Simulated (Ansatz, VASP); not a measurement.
## Two plane-wave programs on Hf

File INCAR:

```
SYSTEM = Hf
  PREC = Accurate
  ENCUT = 520
  EDIFF = 1E-6
  ISMEAR = 0
  SIGMA = 0.1
  LREAL = .FALSE.
  LASPH = .TRUE.
  NELM = 100
  ALGO = Fast
  ISIF = 2
  LWAVE = .FALSE.
  LCHARG = .FALSE.
  GGA = CA
  NBANDS = 17
```

KPOINTS

```
Automatic mesh
0
G
  6 6 4
  0 0 0
```

Contents of POSCAR:

```
Hf
1.0
    3.1923846300      0.0000000000      0.0000000000
   -1.5961923200      2.7646861900      0.0000000000
    0.0000000000      0.0000000000      5.0450416400
Hf
2
Direct
    0.3333333300      0.6666666700      0.2500000000
    0.6666666700      0.3333333300      0.7500000000
```

Input for Ansatz:

```yaml
crystal:
  lattice:
    - [3.19238463, 0.0, 0.0]
    - [-1.59619232, 2.76468619, 0.0]
    - [0.0, 0.0, 5.04504164]
  atoms:
    - { symbol: Hf, position: [0.33333333, 0.66666667, 0.25] }
    - { symbol: Hf, position: [0.66666667, 0.33333333, 0.75] }
basis:
  ecutwfc: 420
kpoints:
  mp_grid: { grid: [6, 6, 4] }
hamiltonian:
  xc: lda
  pseudopotentials: { kind: paw, azcp: { folder: soft_1 } }
scf:
  occupations: { method: gaussian, width: 0.1 }
output:
  forces: true
  stress: true
  eigenvalues: true
```

Alike in both runs: task single point; functional LDA; k mesh 6 × 6 × 4; occupations gaussian, width 0.1 eV; no spin polarisation.

|  | VASP | Ansatz |
| --- | --- | --- |
| version | VASP 6.6.1 | Ansatz 0.2.0 |
| potentials or method | VASP PAW LDA potentials, release 64 (Hf_pv), cutoff 520 eV | scalar-relativistic, plane waves, PAW |
| valence electrons in the cell | 20 | 52 |

|  | VASP | Ansatz | Ansatz less VASP |
| --- | --- | --- | --- |
| gap on the k mesh at the Fermi level (eV) | none | none | - |
| pressure (GPa) | -7.1 | -7.2 | -0.05 |
| traceless stress, the component that is largest in VASP (GPa) | 0.33 | 0.39 | +0.061 |

Ansatz warns that its potentials were made for another functional, while VASP's fit it. LDA's correlation is that of Perdew and Zunger in VASP and of Perdew and Wang (1992) in Ansatz. A gap of «none» marks a metal or a gap that the smearing closes. VASP's potentials hold 20 valence electrons a cell and Ansatz's 52, so a difference there can come from the potentials and not from the codes.

The k mesh is coarse, so the values compare programs but aren't converged. Neither program's run includes spin-orbit coupling.
